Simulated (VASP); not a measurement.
# CsBr (Pm-3m) in VASP: a series of runs

CsBr is run at these levels: r2SCAN; tasks: single point.

All numbers are computed with VASP 6.6.1; they aren't measurements. Logs are shortened: lines on timing, memory, paths and dates and some standing lists are left out, and cuts for length are marked.

### Step 1. The cell of the first run

It takes space group Pm-3m (No. 221, cubic). The conventional cell has a = 3.402 Å, b = 3.402 Å, c = 3.402 Å, α = 90.00°, β = 90.00°, γ = 90.00°. Cs (site symmetry m-3m) has 8 Br at 2.95 Å and 6 Cs at 3.40 Å within 3.9 Å. Within 3.9 Å of Br (site symmetry m-3m) lie 8 Cs at 2.95 Å and 6 Br at 3.40 Å.

### Step 2. Single point, r2SCAN

Contents of POSCAR:

```
CsBr
1.0
    3.4018004544      0.0000000000      0.0000000000
    0.0000000000      3.4018004544      0.0000000000
    0.0000000000      0.0000000000      3.4018004544
Cs Br
1 1
Direct
    0.0000000000      0.0000000000      0.0000000000
    0.5000000000      0.5000000000      0.5000000000
```

Contents of INCAR.step1:

```
SYSTEM = CsBr
ALGO = Normal ; EDIFF = 1E-5
ENCUT = 550 ; GGA = PE
GGA_COMPAT = .False. ; ISMEAR = -1
LASPH = .True. ; LCHARG = .False.
LREAL = .False. ; LWAVE = .True.
NBANDS = 15 ; NELM = 120
PREC = Accurate ; SIGMA = 0.03
```

Contents of INCAR.step2:

```
SYSTEM = CsBr
ALGO = Normal ; EDIFF = 1E-6
ENCUT = 550 ; GGA_COMPAT = .False.
ISIF = 2 ; ISMEAR = -1
ISTART = 1 ; LASPH = .True.
LCHARG = .False. ; LMIXTAU = .True.
LREAL = .False. ; LWAVE = .False.
METAGGA = R2SCAN ; NBANDS = 15
NELM = 120 ; PREC = Accurate
SIGMA = 0.03
```

Contents of KPOINTS:

```
k-points
0
Gamma
  7 7 7
  0 0 0
```

Potentials or basis: VASP PAW PBE potentials, release 64 (Cs_sv, Br).

Started as:

```console
cat potpaw_PBE.64/Cs_sv/POTCAR potpaw_PBE.64/Br/POTCAR > POTCAR
cp INCAR.step1 INCAR
mpirun -np 1 vasp_std > vasp.out
cp INCAR.step2 INCAR
mpirun -np 1 vasp_std > vasp.out
```

OUTCAR:

```text
SYSTEM = CsBr
   EDIFF = 1E-6
   ENCUT = 550
   ISIF = 2
   ISMEAR = -1
   ISTART = 1
   LASPH = .True.
   LREAL = .False.
   METAGGA = R2SCAN
   NELM = 120
   PREC = Accurate

 ion  position               nearest neighbor table
   1  0.000  0.000  0.000-   2 2.95   2 2.95   2 2.95   2 2.95   2 2.95   2 2.95   2 2.95   2 2.95

   2  0.500  0.500  0.500-   1 2.95   1 2.95   1 2.95   1 2.95   1 2.95   1 2.95   1 2.95   1 2.95

  LATTYP: Found a simple cubic cell.
 ALAT       =     3.4018004544

  Lattice vectors:

 A1 = (   3.4018004544,   0.0000000000,   0.0000000000)
 A2 = (   0.0000000000,   3.4018004544,   0.0000000000)
 A3 = (   0.0000000000,   0.0000000000,   3.4018004544)

Analysis of symmetry for initial positions (statically):
=====================================================================
 Subroutine PRICEL returns:
 Original cell was already a primitive cell.

 Routine SETGRP: Setting up the symmetry group for a
 simple cubic supercell.

 Subroutine GETGRP returns: Found 48 space group operations
 (whereof 48 operations were pure point group operations)
 out of a pool of 48 trial point group operations.

The static configuration has the point symmetry O_h .

Analysis of symmetry for dynamics (positions and initial velocities):
=====================================================================
 Subroutine PRICEL returns:
 Original cell was already a primitive cell.

 Routine SETGRP: Setting up the symmetry group for a
 simple cubic supercell.

 Subroutine GETGRP returns: Found 48 space group operations
 (whereof 48 operations were pure point group operations)
 out of a pool of 48 trial point group operations.

The dynamic configuration has the point symmetry O_h .

 Subroutine INISYM returns: Found 48 space group operations
 (whereof 48 operations are pure point group operations),
 and found     1 'primitive' translations

----------------------------------------------------------------------------------------

                                     Primitive cell

  volume of cell :      39.3665

  direct lattice vectors                    reciprocal lattice vectors
     3.401800454  0.000000000  0.000000000     0.293961981  0.000000000  0.000000000
     0.000000000  3.401800454  0.000000000     0.000000000  0.293961981  0.000000000
     0.000000000  0.000000000  3.401800454     0.000000000  0.000000000  0.293961981

  length of vectors
     3.401800454  3.401800454  3.401800454     0.293961981  0.293961981  0.293961981

  position of ions in fractional coordinates (direct lattice)
     0.000000000  0.000000000  0.000000000
     0.500000000  0.500000000  0.500000000

  ion indices of the primitive-cell ions
   primitive index   ion index
                 1           1
                 2           2

----------------------------------------------------------------------------------------

 KPOINTS: k-points

Automatic generation of k-mesh.
 Grid dimensions read from file:
 generate k-points for:    7    7    7

 Generating k-lattice:

  Cartesian coordinates                     Fractional coordinates (reciprocal lattice)
     0.041994569  0.000000000  0.000000000     0.142857143  0.000000000  0.000000000
     0.000000000  0.041994569  0.000000000     0.000000000  0.142857143  0.000000000
     0.000000000  0.000000000  0.041994569     0.000000000  0.000000000  0.142857143

  Length of vectors
     0.041994569  0.041994569  0.041994569

  Shift w.r.t. Gamma in fractional coordinates (k-lattice)
     0.000000000  0.000000000  0.000000000

 Subroutine IBZKPT returns following result:
 ===========================================

 Found     20 irreducible k-points:

 Following reciprocal coordinates:
            Coordinates               Weight
  0.000000  0.000000  0.000000      1.000000
  0.142857  0.000000  0.000000      6.000000
  0.285714  0.000000  0.000000      6.000000
  0.428571  0.000000  0.000000      6.000000
  0.142857  0.142857  0.000000     12.000000
  0.285714  0.142857  0.000000     24.000000
[... 12 lines left out ...]
  0.428571  0.428571  0.285714     24.000000
  0.428571  0.428571  0.428571      8.000000
   k-points           NKPTS =     20   k-points in BZ     NKDIM =     20   number of bands    NBANDS=     15
   number of dos      NEDOS =    301   number of ions     NIONS =      2
   total plane-waves  NPLWV =  21952
   dimension x,y,z NGX =    28 NGY =   28 NGZ =   28
   dimension x,y,z NGXF=    56 NGYF=   56 NGZF=   56
   ions per type =               1   1
   NGX,Y,Z   is equivalent  to a cutoff of  13.68, 13.68, 13.68 a.u.
   NGXF,Y,Z  is equivalent  to a cutoff of  27.37, 27.37, 27.37 a.u.
 SYSTEM =  CsBr
   PREC   = accura    normal or accurate (medium, high low for compatibility)
   ISTART =      1    job   : 0-new  1-cont  2-samecut
   ICHARG =      0    charge: 1-file 2-atom 10-const
   ISPIN  =      1    spin polarized calculation?
   LNONCOLLINEAR =      F non collinear calculations
   LSORBIT =      F    spin-orbit coupling
   LASPH  =      T    aspherical Exc in radial PAW
   ENCUT  =  550.0 eV  40.42 Ry    6.36 a.u.   6.50  6.50  6.50*2*pi/ulx,y,z
   NELM   =    120;   NELMIN=  2; NELMDL=  0     # of ELM steps
   EDIFF  = 0.1E-05   stopping-criterion for ELM
   LREAL  =      F    real-space projection
   EDIFFG = 0.1E-04   stopping-criterion for IOM
   NSW    =      0    number of steps for IOM
   IBRION =     -1    ionic relax: 0-MD 1-quasi-New 2-CG
   NFREE  =      0    steps in history (QN), initial steepest desc. (CG)
   ISIF   =      2    stress and relaxation
   ISYM   =      2    0-nonsym 1-usesym 2-fastsym
   POTIM  = 0.5000    time-step for ionic-motion
   TEBEG  =    0.0;   TEEND  =   0.0 temperature during run
   PSTRESS=    0.0 pullay stress
   NELECT =      16.0000    total number of electrons
   NUPDOWN=      -1.0000    fix difference up-down
   EMIN   =  10.00;   EMAX   =-10.00  energy-range for DOS
   EFERMI =   0.00;   METHOD = LEGACY
   ISMEAR =    -1;   SIGMA  =   0.03  broadening in eV -4-tet -1-fermi 0-gaus
   EFERMI_NEDOS =   21; number of points for ismear=-14 and -15
   IALGO  =     38    algorithm
   IMIX   =      4    mixing-type and parameters
     AMIX     =   0.40;   BMIX     =  1.00
     AMIX_MAG =   1.60;   BMIX_MAG =  1.00
  volume/ion in A,a.u.               =      19.68       132.83
  Fermi-wavevector in a.u.,A,eV,Ry     =   1.212661  2.291597 20.007995  1.470546
  Thomas-Fermi vector in A             =   2.348138
   LORBIT       =      0    0 simple, 1 ext, 2 COOP (PROOUT), +10 PAW based schemes
   METAGGA = R2SCAN    functional components
   LHFCALC =     F    Hartree Fock is set to
   AEXX    =    0.0000 exact exchange contribution
   IVDW    =     0    specifies the selected vdW correction
   LEPSILON=     F    determine dielectric tensor
   LRPA    =     F    only Hartree local field effects (RPA)
 non-spin polarized calculation
  energy-cutoff  :      550.00
  volume of cell :       39.37
 maximum number of plane-waves:      1189
 NGX is ok and might be reduce to    28
   NGX = 13   NGY = 13   NGZ = 13

 number of electron      16.0000004 magnetization

 Free energy of the ion-electron system (eV)
  ---------------------------------------------------
  ext. energy  EPLUGINS =         0.00000000
  ---------------------------------------------------
  free energy    TOTEN  =       -37.91864675 eV

  energy without entropy =      -37.91864675  energy(sigma->0) =      -37.91864675

 E-fermi :   6.5938     XC(G=0): -12.1073

 val. band max:        6.0112210896   @ k =   0.0000   0.0000   0.0000
 cond. band min:       8.3289909320   @ k =   0.0000   0.0000   0.0000
 fundamental gap:      2.3177698424
 Fermi energy:         6.5937828055

 k-point     1 :       0.0000    0.0000    0.0000
  band No.  band energies     occupation
      1     -16.4643      2.00000
      2      -8.7164      2.00000
      3      -1.5884      2.00000
      4      -1.5884      2.00000
      5      -1.5884      2.00000
      6       6.0112      2.00000
      7       6.0112      2.00000
      8       6.0112      2.00000
      9       8.3290      0.00000
     10       8.3290      0.00000
     11      16.1782      0.00000
     12      16.5811      0.00000
     13      16.5811      0.00000
     14      16.5811      0.00000
     15      20.3482      0.00000

 k-point     2 :       0.1429    0.0000    0.0000
  band No.  band energies     occupation
      1     -16.3116      2.00000
      2      -9.0093      2.00000
      3      -1.7508      2.00000
      4      -1.4168      2.00000
      5      -1.4168      2.00000
      6       5.1334      2.00000
      7       5.6146      2.00000
      8       5.6146      2.00000
      9       8.5779      0.00000
     10       9.5880      0.00000
     11      16.4960      0.00000
     12      16.4960      0.00000
     13      16.8202      0.00000
     14      17.0692      0.00000
     15      17.9894      0.00000

 k-point     3 :       0.2857    0.0000    0.0000
  band No.  band energies     occupation
      1     -15.9185      2.00000
      2      -9.7530      2.00000
      3      -1.7896      2.00000
      4      -0.9630      2.00000
      5      -0.9630      2.00000
      6       3.4558      2.00000
      7       4.6754      2.00000
      8       4.6754      2.00000
      9       9.3027      0.00000
     10      12.6053      0.00000
     11      15.2692      0.00000
     12      16.7454      0.00000
     13      16.7454      0.00000
     14      17.5142      0.00000
     15      18.4497      0.00000
[... 271 lines left out ...]
 k-point    19 :       0.4286    0.4286    0.2857
  band No.  band energies     occupation
      1     -14.6171      2.00000
      2      -9.1085      2.00000
      3      -3.7240      2.00000
      4      -3.5761      2.00000
      5      -2.1386      2.00000
      6       1.6487      2.00000
      7       2.4354      2.00000
      8       3.1365      2.00000
      9      14.4759      0.00000
     10      15.7551      0.00000
     11      15.8525      0.00000
     12      17.0060      0.00000
     13      20.3123      0.00000
     14      21.8109      0.00000
     15      22.6026      0.00000

 k-point    20 :       0.4286    0.4286    0.4286
  band No.  band energies     occupation
      1     -14.4286      2.00000
      2      -8.8440      2.00000
      3      -3.2341      2.00000
      4      -3.0479      2.00000
      5      -3.0479      2.00000
      6       1.0249      2.00000
      7       1.0249      2.00000
      8       1.6959      2.00000
      9      16.6382      0.00000
     10      17.9356      0.00000
     11      17.9356      0.00000
     12      19.7671      0.00000
     13      19.7671      0.00000
     14      20.9346      0.00000
     15      22.9924      0.00000

------------------------ aborting loop because EDIFF is reached ----------------------------------------

  FORCE on cell =-STRESS in cart. coord.  units (eV):
  Direction    XX          YY          ZZ          XY          YZ          ZX
  --------------------------------------------------------------------------------------
  -------------------------------------------------------------------------------------
  Total       16.7464584     16.7464584     16.7464584      0.0000000     -0.0000000      0.0000000
  in kB      681.5646413    681.5646413    681.5646413      0.0000000     -0.0000000      0.0000000
  external PRESSURE =     681.5646413 kB  Pullay stress =       0.0000000 kB

 VOLUME and BASIS-vectors are now :
 -----------------------------------------------------------------------------
  energy-cutoff  :      550.00
  volume of cell :       39.37
      direct lattice vectors                 reciprocal lattice vectors
     3.401800454  0.000000000  0.000000000     0.293961981  0.000000000  0.000000000
     0.000000000  3.401800454  0.000000000     0.000000000  0.293961981  0.000000000
     0.000000000  0.000000000  3.401800454     0.000000000  0.000000000  0.293961981

 POSITION                                       TOTAL-FORCE (eV/Angst)
 -----------------------------------------------------------------------------------
      0.00000      0.00000      0.00000         0.000000      0.000000      0.000000
      1.70090      1.70090      1.70090         0.000000      0.000000      0.000000
 -----------------------------------------------------------------------------------
    total drift:                                0.000000      0.000000      0.000000

  FREE ENERGIE OF THE ION-ELECTRON SYSTEM (eV)
  ---------------------------------------------------
  free  energy   TOTEN  =       -37.9186467524 eV

  energy  without entropy=      -37.9186467524  energy(sigma->0) =      -37.91864675
```

Run time: 76 s. Hardware: 1 thread of Intel Xeon 8259CL, shared host; peak memory 0.17 GiB.

Results:

```yaml
Free_energy: -37.9186 eV
Pressure: 68.2 GPa
Band_gap_on_the_k_mesh: 2.32 eV
```

Levels at points of the mesh, in eV from the valence-band top:
```csv
k point,band 4,band 5,band 6,band 7,band 8,band 9,band 10,band 11,band 12,band 13
"(0.00, 0.00, 0.00)",-7.60,-7.60,0.00,0.00,0.00,2.32,2.32,10.17,10.57,10.57
```

Caveat: the cell stands under pressure; the PAW data sets were made with another functional, which shifts forces and pressure a little; spin-orbit coupling is left out, which moves the levels of the heavy elements; an odd mesh through Γ misses points on the zone boundary, where band edges can lie.

### Step 3. Single point, r2SCAN

This run uses another cell than the first one, of 21.65 Å³/atom.

Contents of POSCAR:

```
CsBr
1.0
    3.5116109658      0.0000000000      0.0000000000
    0.0000000000      3.5116109658      0.0000000000
    0.0000000000      0.0000000000      3.5116109658
Cs Br
1 1
Direct
    0.0000000000      0.0000000000      0.0000000000
    0.5000000000      0.5000000000      0.5000000000
```

Contents of INCAR.step1:

```
SYSTEM = CsBr
  PREC = Accurate
  ENCUT = 550
  ISMEAR = -1
  SIGMA = 0.03
  LREAL = .FALSE.
  LASPH = .TRUE.
  NELM = 120
  NBANDS = 15
  GGA = PE
  ALGO = Normal
  EDIFF = 1E-5
  LWAVE = .TRUE.
  LCHARG = .FALSE.
  GGA_COMPAT = .FALSE.
```

Contents of INCAR.step2:

```
SYSTEM = CsBr
  PREC = Accurate
  ENCUT = 550
  EDIFF = 1E-6
  ISMEAR = -1
  SIGMA = 0.03
  LREAL = .FALSE.
  LASPH = .TRUE.
  NELM = 120
  ALGO = Normal
  ISIF = 2
  LWAVE = .FALSE.
  LCHARG = .TRUE.
  METAGGA = R2SCAN
  LMIXTAU = .TRUE.
  LELF = .TRUE.
  LVHAR = .TRUE.
  NBANDS = 15
  ISTART = 1
  GGA_COMPAT = .FALSE.
```

Contents of KPOINTS:

```
Automatic mesh
0
G
  7 7 7
  0 0 0
```

Potentials or basis: VASP PAW PBE potentials, release 64 (Cs_sv, Br).

Started as:

```console
cat potpaw_PBE.64/Cs_sv/POTCAR potpaw_PBE.64/Br/POTCAR > POTCAR
cp INCAR.step1 INCAR
mpirun -np 1 vasp_std > vasp.out
cp INCAR.step2 INCAR
mpirun -np 1 vasp_std > vasp.out
```

It took 90 s on 1 thread of Intel Xeon 8259CL, shared host; peak memory 0.17 GiB.

The run converged. Its results:

| Property | Result |
| --- | --- |
| Free energy | -39.3179 eV |
| Pressure | 47.1 GPa |
| Band gap on the k mesh | 3.10 eV |

Levels at points of the mesh, in eV from the valence-band top:
| k point | band 6 | band 7 | band 8 | band 9 | band 10 | band 11 |
| --- | --- | --- | --- | --- | --- | --- |
| (0.00, 0.00, 0.00) | 0.00 | 0.00 | 0.00 | 3.10 | 3.10 | 9.23 |

Caveat: the cell stands under pressure; the PAW data sets were made with another functional, which shifts forces and pressure a little; spin-orbit coupling is left out, which moves the levels of the heavy elements; an odd mesh through Γ misses points on the zone boundary, where band edges can lie.
